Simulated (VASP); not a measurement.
# PbS (P-6m2) in VASP: single point with r2SCAN

Aim: the single point of PbS with r2SCAN.

All numbers are computed with VASP 6.6.1; they aren't measurements. Logs are shortened: lines on timing, memory, paths and dates and some standing lists are left out, and cuts for length are marked.

### Step 1. The cell of the first run

It takes space group P-6m2 (No. 187, hexagonal). The conventional cell has a = 4.090 Å, b = 4.090 Å, c = 3.788 Å, α = 90.00°, β = 90.00°, γ = 120.00°. Within 4.0 Å of Pb (site symmetry -6m2) lie 6 S at 3.03 Å and 2 Pb at 3.79 Å. S (site symmetry -6m2) has 6 Pb at 3.03 Å and 2 S at 3.79 Å within 4.0 Å.

### Step 2. Single point, r2SCAN

POSCAR reads:

```
PbS
1.0
    4.0896980000      0.0000000000      0.0000000000
   -2.0448490000      3.5417820000      0.0000000000
    0.0000000000      0.0000000000      3.7881670000
Pb S
1 1
Direct
    0.0000000000      0.0000000000      0.0000000000
    0.6666666667      0.3333333333      0.5000000000
```

INCAR.step1 reads:

```
SYSTEM = PbS
ALGO = Normal
EDIFF = 1E-4
ENCUT = 520
GGA = PE
ISMEAR = -1
LASPH = .TRUE.
LCHARG = .FALSE.
LREAL = .FALSE.
LWAVE = .TRUE.
NBANDS = 17
NELM = 100
PREC = Accurate
SIGMA = 0.02
```

INCAR.step2 reads:

```
SYSTEM = PbS
ALGO = Normal
EDIFF = 1E-7
ENCUT = 520
ISIF = 2
ISMEAR = -1
ISTART = 1
LASPH = .TRUE.
LCHARG = .FALSE.
LMIXTAU = .TRUE.
LREAL = .FALSE.
LWAVE = .FALSE.
METAGGA = R2SCAN
NBANDS = 17
NELM = 100
PREC = Accurate
SIGMA = 0.02
```

KPOINTS reads:

```
k-points
0
G
  6 6 6
  0 0 0
```

Potentials or basis: VASP PAW PBE potentials, release 64 (Pb_d, S).

Started as:

```console
> cat potpaw_PBE.64/Pb_d/POTCAR potpaw_PBE.64/S/POTCAR > POTCAR
> cp INCAR.step1 INCAR
> mpirun -np 1 vasp_std > vasp.out
> cp INCAR.step2 INCAR
> mpirun -np 1 vasp_std > vasp.out
```

OUTCAR:

```text
SYSTEM = PbS
   EDIFF = 1E-7
   ENCUT = 520
   ISIF = 2
   ISMEAR = -1
   ISTART = 1
   LASPH = .TRUE.
   LREAL = .FALSE.
   METAGGA = R2SCAN
   NELM = 100
   PREC = Accurate

 ion  position               nearest neighbor table
   1  0.000  0.000  0.000-   2 3.03   2 3.03   2 3.03   2 3.03   2 3.03   2 3.03
   2  0.667  0.333  0.500-   1 3.03   1 3.03   1 3.03   1 3.03   1 3.03   1 3.03

  LATTYP: Found a hexagonal cell.
 ALAT       =     4.0896980000
 C/A-ratio  =     0.9262705950

  Lattice vectors:

 A1 = (   4.0896980000,   0.0000000000,   0.0000000000)
 A2 = (  -2.0448490000,   3.5417820000,   0.0000000000)
 A3 = (   0.0000000000,   0.0000000000,   3.7881670000)

Analysis of symmetry for initial positions (statically):
=====================================================================
 Subroutine PRICEL returns:
 Original cell was already a primitive cell.

 Routine SETGRP: Setting up the symmetry group for a
 hexagonal supercell.

 Subroutine GETGRP returns: Found 12 space group operations
 (whereof 12 operations were pure point group operations)
 out of a pool of 24 trial point group operations.

The static configuration has the point symmetry D_3h.

Analysis of symmetry for dynamics (positions and initial velocities):
=====================================================================
 Subroutine PRICEL returns:
 Original cell was already a primitive cell.

 Routine SETGRP: Setting up the symmetry group for a
 hexagonal supercell.

 Subroutine GETGRP returns: Found 12 space group operations
 (whereof 12 operations were pure point group operations)
 out of a pool of 24 trial point group operations.

The dynamic configuration has the point symmetry D_3h.

 Subroutine INISYM returns: Found 12 space group operations
 (whereof 12 operations are pure point group operations),
 and found     1 'primitive' translations

----------------------------------------------------------------------------------------

                                     Primitive cell

  volume of cell :      54.8709

  direct lattice vectors                    reciprocal lattice vectors
     4.089698000  0.000000000  0.000000000     0.244516832  0.141171873  0.000000000
    -2.044849000  3.541782000  0.000000000     0.000000000  0.282343747  0.000000000
     0.000000000  0.000000000  3.788167000     0.000000000  0.000000000  0.263979914

  length of vectors
     4.089698000  4.089697687  3.788167000     0.282343725  0.282343747  0.263979914

  position of ions in fractional coordinates (direct lattice)
     0.000000000  0.000000000  0.000000000
     0.666666667  0.333333333  0.500000000

  ion indices of the primitive-cell ions
   primitive index   ion index
                 1           1
                 2           2

----------------------------------------------------------------------------------------

 KPOINTS: k-points

Automatic generation of k-mesh.
 Grid dimensions read from file:
 generate k-points for:    6    6    6

 Generating k-lattice:

  Cartesian coordinates                     Fractional coordinates (reciprocal lattice)
     0.040752805  0.023528646  0.000000000     0.166666667 -0.000000000  0.000000000
     0.000000000  0.047057291  0.000000000     0.000000000  0.166666667  0.000000000
     0.000000000  0.000000000  0.043996652     0.000000000  0.000000000  0.166666667

  Length of vectors
     0.047057288  0.047057291  0.043996652

  Shift w.r.t. Gamma in fractional coordinates (k-lattice)
     0.000000000  0.000000000  0.000000000

 Subroutine IBZKPT returns following result:
 ===========================================

 Found     28 irreducible k-points:

 Following reciprocal coordinates:
            Coordinates               Weight
  0.000000  0.000000  0.000000      1.000000
  0.166667 -0.000000  0.000000      6.000000
  0.333333  0.000000  0.000000      6.000000
  0.500000 -0.000000  0.000000      3.000000
  0.166667  0.166667  0.000000      6.000000
  0.333333  0.166667  0.000000     12.000000
[... 16 lines left out ...]
  0.166667 -0.000000  0.500000      6.000000
  0.333333  0.000000  0.500000      6.000000
 [... further k-points ...]
   k-points           NKPTS =     28   k-points in BZ     NKDIM =     28   number of bands    NBANDS=     17
   number of dos      NEDOS =    301   number of ions     NIONS =      2
   total plane-waves  NPLWV =  25200
   dimension x,y,z NGX =    30 NGY =   30 NGZ =   28
   dimension x,y,z NGXF=    60 NGYF=   60 NGZF=   56
   ions per type =               1   1
   NGX,Y,Z   is equivalent  to a cutoff of  12.19, 12.19, 12.29 a.u.
   NGXF,Y,Z  is equivalent  to a cutoff of  24.39, 24.39, 24.58 a.u.
 SYSTEM =  PbS
   PREC   = accura    normal or accurate (medium, high low for compatibility)
   ISTART =      1    job   : 0-new  1-cont  2-samecut
   ICHARG =      0    charge: 1-file 2-atom 10-const
   ISPIN  =      1    spin polarized calculation?
   LNONCOLLINEAR =      F non collinear calculations
   LSORBIT =      F    spin-orbit coupling
   LASPH  =      T    aspherical Exc in radial PAW
   ENCUT  =  520.0 eV  38.22 Ry    6.18 a.u.   7.60  7.60  7.04*2*pi/ulx,y,z
   NELM   =    100;   NELMIN=  2; NELMDL=  0     # of ELM steps
   EDIFF  = 0.1E-06   stopping-criterion for ELM
   LREAL  =      F    real-space projection
   EDIFFG = 0.1E-05   stopping-criterion for IOM
   NSW    =      0    number of steps for IOM
   IBRION =     -1    ionic relax: 0-MD 1-quasi-New 2-CG
   NFREE  =      0    steps in history (QN), initial steepest desc. (CG)
   ISIF   =      2    stress and relaxation
   ISYM   =      2    0-nonsym 1-usesym 2-fastsym
   POTIM  = 0.5000    time-step for ionic-motion
   TEBEG  =    0.0;   TEEND  =   0.0 temperature during run
   PSTRESS=    0.0 pullay stress
   NELECT =      20.0000    total number of electrons
   NUPDOWN=      -1.0000    fix difference up-down
   EMIN   =  10.00;   EMAX   =-10.00  energy-range for DOS
   EFERMI =   0.00;   METHOD = LEGACY
   ISMEAR =    -1;   SIGMA  =   0.02  broadening in eV -4-tet -1-fermi 0-gaus
   EFERMI_NEDOS =   21; number of points for ismear=-14 and -15
   IALGO  =     38    algorithm
   IMIX   =      4    mixing-type and parameters
     AMIX     =   0.40;   BMIX     =  1.00
     AMIX_MAG =   1.60;   BMIX_MAG =  1.00
  volume/ion in A,a.u.               =      27.44       185.14
  Fermi-wavevector in a.u.,A,eV,Ry     =   1.169421  2.209885 18.606576  1.367545
  Thomas-Fermi vector in A             =   2.305894
   LORBIT       =      0    0 simple, 1 ext, 2 COOP (PROOUT), +10 PAW based schemes
   METAGGA = R2SCAN    functional components
   LHFCALC =     F    Hartree Fock is set to
   AEXX    =    0.0000 exact exchange contribution
   IVDW    =     0    specifies the selected vdW correction
   LEPSILON=     F    determine dielectric tensor
   LRPA    =     F    only Hartree local field effects (RPA)
 non-spin polarized calculation
  energy-cutoff  :      520.00
  volume of cell :       54.87
 maximum number of plane-waves:      1506
   NGX = 15   NGY = 15   NGZ = 15

 number of electron      19.9999998 magnetization

 Free energy of the ion-electron system (eV)
  ---------------------------------------------------
  ext. energy  EPLUGINS =         0.00000000
  ---------------------------------------------------
  free energy    TOTEN  =       -65.34223529 eV

  energy without entropy =      -65.34206518  energy(sigma->0) =      -65.34215024

 E-fermi :   5.1059     XC(G=0):  -9.9863

 val. band max:        5.0697886679   @ k =   0.0000   0.0000   0.5000
 cond. band min:       5.1573772381   @ k =   0.3333   0.3333   0.0000
 fundamental gap:      0.0875885702
 Fermi energy:         5.1058608560

 k-point     1 :       0.0000    0.0000    0.0000
  band No.  band energies     occupation
      1     -12.4851      2.00000
      2     -12.4616      2.00000
      3     -12.4616      2.00000
      4     -12.3613      2.00000
      5     -12.3613      2.00000
      6      -8.6948      2.00000
[... 9 lines left out ...]
     16      16.7577      0.00000
     17      16.7585      0.00000

 k-point     2 :       0.1667   -0.0000    0.0000
  band No.  band energies     occupation
      1     -12.4800      2.00000
      2     -12.4664      2.00000
      3     -12.4457      2.00000
      4     -12.3698      2.00000
      5     -12.3631      2.00000
      6      -8.4783      2.00000
[... 9 lines left out ...]
     16      15.6791      0.00000
     17      16.3405      0.00000

 k-point     3 :       0.3333    0.0000    0.0000
  band No.  band energies     occupation
      1     -12.4914      2.00000
      2     -12.4546      2.00000
      3     -12.4138      2.00000
      4     -12.3867      2.00000
      5     -12.3667      2.00000
      6      -7.9461      2.00000
[... 9 lines left out ...]
     16      16.3832      0.00000
     17      16.6537      0.00000

 k-point     4 :       0.5000   -0.0000    0.0000
  band No.  band energies     occupation
      1     -12.4998      2.00000
      2     -12.4462      2.00000
      3     -12.3977      2.00000
      4     -12.3952      2.00000
      5     -12.3685      2.00000
      6      -7.5943      2.00000
[... 9 lines left out ...]
     16      16.7969      0.00000
     17      16.8971      0.00000

 k-point     5 :       0.1667    0.1667    0.0000
  band No.  band energies     occupation
      1     -12.4744      2.00000
      2     -12.4688      2.00000
      3     -12.4246      2.00000
      4     -12.3811      2.00000
      5     -12.3673      2.00000
      6      -8.0978      2.00000
[... 9 lines left out ...]
     16      15.9509      0.00000
     17      16.2162      0.00000

 k-point     6 :       0.3333    0.1667    0.0000
  band No.  band energies     occupation
      1     -12.4822      2.00000
      2     -12.4513      2.00000
      3     -12.4104      2.00000
      4     -12.3913      2.00000
      5     -12.3725      2.00000
      6      -7.6078      2.00000
[... 9 lines left out ...]
     16      15.1060      0.00000
     17      16.8898      0.00000

 k-point     7 :       0.3333    0.3333    0.0000
  band No.  band energies     occupation
      1     -12.4604      2.00000
      2     -12.4514      2.00000
      3     -12.4242      2.00000
      4     -12.3893      2.00000
      5     -12.3795      2.00000
      6      -7.4161      2.00000
[... 9 lines left out ...]
     16      14.4102      0.00000
     17      14.5598      0.00000

 k-point     8 :       0.0000    0.0000    0.1667
  band No.  band energies     occupation
      1     -12.4594      2.00000
      2     -12.4594      2.00000
      3     -12.4555      2.00000
      4     -12.3730      2.00000
      5     -12.3730      2.00000
      6      -8.4867      2.00000
[... 9 lines left out ...]
     16      14.8186      0.00000
     17      14.8186      0.00000
[... 203 lines left out ...]
      1     -12.4655      2.00000
      2     -12.4399      2.00000
      3     -12.4252      2.00000
      4     -12.4057      2.00000
      5     -12.3710      2.00000
      6      -7.4723      2.00000
[... 9 lines left out ...]
     16      15.0619      0.00000
     17      16.7580      0.00000

 k-point    20 :       0.3333    0.1667    0.3333
  band No.  band energies     occupation
      1     -12.4814      2.00000
      2     -12.4500      2.00000
      3     -12.4150      2.00000
      4     -12.4066      2.00000
      5     -12.3577      2.00000
      6      -7.1263      2.00000
[... 9 lines left out ...]
     16      16.6136      0.00000
     17      18.2310      0.00000

 k-point    21 :       0.3333    0.3333    0.3333
  band No.  band energies     occupation
      1     -12.4802      2.00000
      2     -12.4302      2.00000
      3     -12.4241      2.00000
      4     -12.4203      2.00000
      5     -12.3571      2.00000
      6      -7.0036      2.00000
[... 9 lines left out ...]
     16      17.0677      0.00000
     17      17.7934      0.00000

 k-point    22 :       0.0000    0.0000    0.5000
  band No.  band energies     occupation
      1     -12.4524      2.00000
      2     -12.4524      2.00000
      3     -12.4080      2.00000
      4     -12.4080      2.00000
      5     -12.3678      2.00000
      6      -7.5845      2.00000
[... 9 lines left out ...]
     16      14.2773      0.00000
     17      14.2773      0.00000

 k-point    23 :       0.1667   -0.0000    0.5000
  band No.  band energies     occupation
      1     -12.4556      2.00000
      2     -12.4376      2.00000
      3     -12.4330      2.00000
      4     -12.4112      2.00000
      5     -12.3577      2.00000
      6      -7.4338      2.00000
[... 9 lines left out ...]
     16      14.3894      0.00000
     17      15.4394      0.00000

 k-point    24 :       0.3333    0.0000    0.5000
  band No.  band energies     occupation
      1     -12.4804      2.00000
      2     -12.4641      2.00000
      3     -12.4176      2.00000
      4     -12.4079      2.00000
      5     -12.3360      2.00000
      6      -7.1102      2.00000
[... 9 lines left out ...]
     16      16.1824      0.00000
     17      17.9220      0.00000

 [... further k-points ...]
[... 5 lines left out ...]
  --------------------------------------------------------------------------------------
  -------------------------------------------------------------------------------------
  Total       -0.4514719     -0.4514718     -0.3401970      0.0000000      0.0000000     -0.0000000
  in kB      -13.1825401    -13.1825375     -9.9334213      0.0000000      0.0000000     -0.0000000
  external PRESSURE =     -12.0994996 kB  Pullay stress =       0.0000000 kB

 VOLUME and BASIS-vectors are now :
 -----------------------------------------------------------------------------
  energy-cutoff  :      520.00
  volume of cell :       54.87
      direct lattice vectors                 reciprocal lattice vectors
     4.089698000  0.000000000  0.000000000     0.244516832  0.141171873  0.000000000
    -2.044849000  3.541782000  0.000000000     0.000000000  0.282343747  0.000000000
     0.000000000  0.000000000  3.788167000     0.000000000  0.000000000  0.263979914

 POSITION                                       TOTAL-FORCE (eV/Angst)
 -----------------------------------------------------------------------------------
      0.00000      0.00000      0.00000         0.000000     -0.000000      0.000000
      2.04485      1.18059      1.89408        -0.000000      0.000000      0.000000
 -----------------------------------------------------------------------------------
    total drift:                               -0.000000     -0.000000      0.000000

  FREE ENERGIE OF THE ION-ELECTRON SYSTEM (eV)
  ---------------------------------------------------
  free  energy   TOTEN  =       -65.3422352903 eV

  energy  without entropy=      -65.3420651801  energy(sigma->0) =      -65.34215024
```

It took 4.4 min on 1 thread of AMD EPYC 7R13, shared host; peak memory 0.16 GiB.

What came out:

```yaml
Free_energy: -65.3422 eV
Pressure: -1.2 GPa
Band_gap_on_the_k_mesh: zero (band 10 reaches 5.16 eV, above the bottom of band 11 at 4.86 eV)
```

Stress tensor (GPa, compression positive):
```
-1.32  0.00  0.00
 0.00 -1.32  0.00
 0.00  0.00 -0.99
```

Caveat: the PAW data sets were made with another functional, which shifts forces and pressure a little; spin-orbit coupling is left out, which moves the levels of the heavy elements.
